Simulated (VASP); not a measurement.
# HfGe3 (P1) in VASP: single point with PBE

Aim: the single point of HfGe3 with PBE.

All numbers are computed with VASP 6.6.1; they aren't measurements. Logs are shortened: lines on timing, memory, paths and dates and some standing lists are left out, and cuts for length are marked.

## 1. The cell of the first run

The typed cell holds 4 atoms: a = 4.119 Å, b = 4.199 Å, c = 4.166 Å, α = 89.60°, β = 90.11°, γ = 88.87°.

## 2. Single point, PBE (atoms moved at random and the cell strained at random)

The input, INCAR:

```
SYSTEM = HfGe3
  ALGO = Normal
  EDIFF = 1E-6
  ENCUT = 520
  GGA = PE
  ISIF = 2
  ISMEAR = 0
  LASPH = .True.
  LCHARG = .False.
  LREAL = .False.
  LWAVE = .False.
  NBANDS = 34
  NELM = 80
  PREC = Accurate
  SIGMA = 0.05
```

The input, KPOINTS:

```
k-points
0
Gamma
  8 8 8
  0 0 0
```

The input, POSCAR:

```
HfGe3
1.0
    4.1189706663      0.0410559196     -0.0039795633
    0.0410559196      4.1991780283      0.0145329263
   -0.0039795633      0.0145329263      4.1662334848
Hf Ge
1 3
Direct
   -0.0679034839      0.0747170946     -0.0174192905
    0.0306170113      0.5614021490      0.4498199972
    0.5076453900      0.4293034556      0.0785276165
    0.5296410825     -0.0654226992      0.4890716768
```

Potentials or basis: VASP PAW PBE potentials, release 64 (Hf_pv, Ge_d).

Launch:

```sh
$ cat potpaw_PBE.64/Hf_pv/POTCAR potpaw_PBE.64/Ge_d/POTCAR > POTCAR
$ mpirun -np 1 vasp_std > vasp.out
```

OUTCAR:

```text
SYSTEM = HfGe3
   EDIFF = 1E-6
   ENCUT = 520
   GGA = PE
   ISIF = 2
   ISMEAR = 0
   LASPH = .True.
   LREAL = .False.
   NELM = 80
   PREC = Accurate

 ion  position               nearest neighbor table
   1  0.932  0.075  0.983-   3 2.31   4 2.71   4 2.75   3 2.85   2 2.87   2 2.92   2 3.04   2 3.13
                             4 3.26   3 3.28   4 3.28
   2  0.031  0.561  0.450-   3 2.56   4 2.57   4 2.61   3 2.72   1 2.87   1 2.92   1 3.04   1 3.13

   3  0.508  0.429  0.079-   1 2.31   2 2.56   4 2.68   2 2.72   4 2.74   1 2.85   1 3.28
   4  0.530  0.935  0.489-   2 2.57   2 2.61   3 2.68   1 2.71   3 2.74   1 2.75   1 3.26   1 3.28

  LATTYP: Found a triclinic cell.
 ALAT       =     7.2678274869
 B/A-ratio  =     1.2824295139
 C/A-ratio  =     0.5732470591
 COS(alpha) =     0.0014591455
 COS(beta)  =     0.5761875042
 COS(gamma) =     0.7772593552

  Lattice vectors:

 A1 = (  -4.1560470226,  -4.2547668742,  -4.1767868478)
 A2 = (  -8.2789972522,  -4.2812898675,  -0.0065737997)
 A3 = (   0.0039795633,  -0.0145329263,  -4.1662334848)

Analysis of symmetry for initial positions (statically):
=====================================================================
 Subroutine PRICEL returns:
 Original cell was already a primitive cell.

 Routine SETGRP: Setting up the symmetry group for a
 triclinic supercell.

 Subroutine GETGRP returns: Found  1 space group operations
 (whereof  1 operations were pure point group operations)
 out of a pool of  2 trial point group operations.

The static configuration has the point symmetry C_1 .

Analysis of symmetry for dynamics (positions and initial velocities):
=====================================================================
 Subroutine PRICEL returns:
 Original cell was already a primitive cell.

 Routine SETGRP: Setting up the symmetry group for a
 triclinic supercell.

 Subroutine GETGRP returns: Found  1 space group operations
 (whereof  1 operations were pure point group operations)
 out of a pool of  2 trial point group operations.

The dynamic configuration has the point symmetry C_1 .

 Subroutine INISYM returns: Found  1 space group operations
 (whereof  1 operations are pure point group operations),
 and found     1 'primitive' translations

----------------------------------------------------------------------------------------

                                     Primitive cell

  volume of cell :      72.0524

[... 91 lines left out ...]
   NELM   =     80;   NELMIN=  2; NELMDL= -5     # of ELM steps
   EDIFF  = 0.1E-05   stopping-criterion for ELM
   LREAL  =      F    real-space projection
   EDIFFG = 0.1E-04   stopping-criterion for IOM
   NSW    =      0    number of steps for IOM
   IBRION =     -1    ionic relax: 0-MD 1-quasi-New 2-CG
   NFREE  =      0    steps in history (QN), initial steepest desc. (CG)
   ISIF   =      2    stress and relaxation
   ISYM   =      2    0-nonsym 1-usesym 2-fastsym
   POTIM  = 0.5000    time-step for ionic-motion
   TEBEG  =    0.0;   TEEND  =   0.0 temperature during run
   PSTRESS=    0.0 pullay stress
   NELECT =      52.0000    total number of electrons
   NUPDOWN=      -1.0000    fix difference up-down
   EMIN   =  10.00;   EMAX   =-10.00  energy-range for DOS
   EFERMI =   0.00;   METHOD = LEGACY
   ISMEAR =     0;   SIGMA  =   0.05  broadening in eV -4-tet -1-fermi 0-gaus
   EFERMI_NEDOS =   21; number of points for ismear=-14 and -15
   IALGO  =     38    algorithm
   IMIX   =      4    mixing-type and parameters
     AMIX     =   0.40;   BMIX     =  1.00
     AMIX_MAG =   1.60;   BMIX_MAG =  1.00
  volume/ion in A,a.u.               =      18.01       121.56
  Fermi-wavevector in a.u.,A,eV,Ry     =   1.468452  2.774972 29.338939  2.156351
  Thomas-Fermi vector in A             =   2.583948
   LORBIT       =      0    0 simple, 1 ext, 2 COOP (PROOUT), +10 PAW based schemes
   GGA     = PE    functional components
   LHFCALC =     F    Hartree Fock is set to
   AEXX    =    0.0000 exact exchange contribution
   IVDW    =     0    specifies the selected vdW correction
   LEPSILON=     F    determine dielectric tensor
   LRPA    =     F    only Hartree local field effects (RPA)
 non-spin polarized calculation
 Gauss-broadening in eV      SIGMA  =   0.05
  energy-cutoff  :      520.00
  volume of cell :       72.05
 maximum number of plane-waves:      1961
   NGX = 15   NGY = 15   NGZ = 15

 number of electron      52.0000014 magnetization

 Free energy of the ion-electron system (eV)
  ---------------------------------------------------
  ext. energy  EPLUGINS =         0.00000000
  ---------------------------------------------------
  free energy    TOTEN  =       -22.21904911 eV

  energy without entropy =      -22.21650941  energy(sigma->0) =      -22.21777926

 E-fermi :   7.4239     XC(G=0): -11.6476

 val. band max:        7.4211187142   @ k =  -0.0000   0.5000   0.0000
 cond. band min:       7.4273592487   @ k =  -0.0000   0.3750   0.5000
 fundamental gap:      0.0062405345
 Fermi energy:         7.4239403458

 k-point     1 :       0.0000    0.0000    0.0000
  band No.  band energies     occupation
      1     -24.0398      2.00000
      2     -23.9069      2.00000
      3     -23.8981      2.00000
      4     -17.5563      2.00000
      5     -17.5301      2.00000
      6     -17.5138      2.00000
[... 877 lines left out ...]
     33      13.0500      0.00000
     34      13.5609      0.00000

 [... further k-points ...]

------------------------ aborting loop because EDIFF is reached ----------------------------------------

  FORCE on cell =-STRESS in cart. coord.  units (eV):
  Direction    XX          YY          ZZ          XY          YZ          ZX
  --------------------------------------------------------------------------------------
  -------------------------------------------------------------------------------------
  Total       10.3684044      5.8996541      2.2668355     -5.6211072      1.2911409     -0.9224551
  in kB      230.5546662    131.1863171     50.4059717   -124.9924713     28.7101604    -20.5119631
  external PRESSURE =     137.3823183 kB  Pullay stress =       0.0000000 kB

 VOLUME and BASIS-vectors are now :
 -----------------------------------------------------------------------------
  energy-cutoff  :      520.00
  volume of cell :       72.05
      direct lattice vectors                 reciprocal lattice vectors
     4.118970666  0.041055920 -0.003979563     0.242803005 -0.002374748  0.000240208
     0.041055920  4.199178028  0.014532926    -0.002374748  0.238167946 -0.000833061
    -0.003979563  0.014532926  4.166233485     0.000240208 -0.000833061  0.240028089

 POSITION                                       TOTAL-FORCE (eV/Angst)
 -----------------------------------------------------------------------------------
      3.83844      0.36630      4.09104         3.855831     -2.660442     -1.124929
      0.14737      2.36522      1.88209         0.263317     -0.614703      0.973399
      2.10829      1.82470      0.33138        -3.075990      2.929874     -0.150035
      2.21800      3.95331      2.04906        -1.043159      0.345271      0.301565
 -----------------------------------------------------------------------------------
    total drift:                                0.000695      0.000555      0.000462

  FREE ENERGIE OF THE ION-ELECTRON SYSTEM (eV)
  ---------------------------------------------------
  free  energy   TOTEN  =       -22.2190491086 eV

  energy  without entropy=      -22.2165094124  energy(sigma->0) =      -22.21777926
```

OSZICAR:

```text
N       E                     dE             d eps       ncg     rms          rms(c)
DAV:   1     0.438862468779E+03    0.43886E+03   -0.25079E+04 21158   0.406E+03
DAV:   2     0.503673170833E+02   -0.38850E+03   -0.37665E+03 17688   0.760E+02
DAV:   3    -0.196631632306E+02   -0.70030E+02   -0.68908E+02 20152   0.193E+02
DAV:   4    -0.230322383160E+02   -0.33691E+01   -0.33379E+01 21216   0.478E+01
DAV:   5    -0.231028631706E+02   -0.70625E-01   -0.70546E-01 21248   0.745E+00    0.418E+01
DAV:   6    -0.223223779256E+02    0.78049E+00   -0.18560E+00 26976   0.945E+00    0.245E+01
DAV:   7    -0.222197906431E+02    0.10259E+00   -0.59840E-01 20604   0.944E+00    0.447E+00
DAV:   8    -0.222207729732E+02   -0.98233E-03   -0.10933E-01 21822   0.765E+00    0.121E+00
DAV:   9    -0.222191402965E+02    0.16327E-02   -0.19328E-02 21982   0.175E+00    0.352E-01
DAV:  10    -0.222190162729E+02    0.12402E-03   -0.26684E-03 20942   0.105E+00    0.165E-01
DAV:  11    -0.222190489662E+02   -0.32693E-04   -0.44013E-04 21658   0.571E-01    0.479E-02
DAV:  12    -0.222190474912E+02    0.14750E-05   -0.95536E-05 25694   0.211E-01    0.170E-02
DAV:  13    -0.222190488068E+02   -0.13156E-05   -0.16333E-05 20136   0.518E-02    0.515E-03
DAV:  14    -0.222190491086E+02   -0.30177E-06   -0.17405E-06 11764   0.465E-02
   1 F= -.22219049E+02 E0= -.22217779E+02  d E =-.253970E-02
```

Wall time 2.7 min (1 thread of Intel Xeon 6975P-C (Granite Rapids), shared host); peak memory 0.58 GiB.

Results:

| Item | Value |
| --- | --- |
| Free energy | -22.2190 eV |
| Pressure | 13.7 GPa |
| Largest force | 4.818 eV/Å |
| Band gap on the k mesh | zero (bands 26 and 27 overlap by 1.74 eV) |

Forces on the atoms (eV/Å):
```
Hf   3.856 -2.660 -1.125
Ge   0.263 -0.615  0.973
Ge  -3.076  2.930 -0.150
Ge  -1.043  0.345  0.302
```

Stress tensor (GPa, compression positive):
```
 23.06 -12.50  -2.05
-12.50  13.12   2.87
 -2.05   2.87   5.04
```

Caveat: the cell differs from its parent crystal (atoms moved at random and the cell strained at random); the cell stands under pressure; spin-orbit coupling is left out, which moves the levels of the heavy elements; forces of over 1 eV/Å act on the atoms, so gaps and moduli don't describe the material at rest.
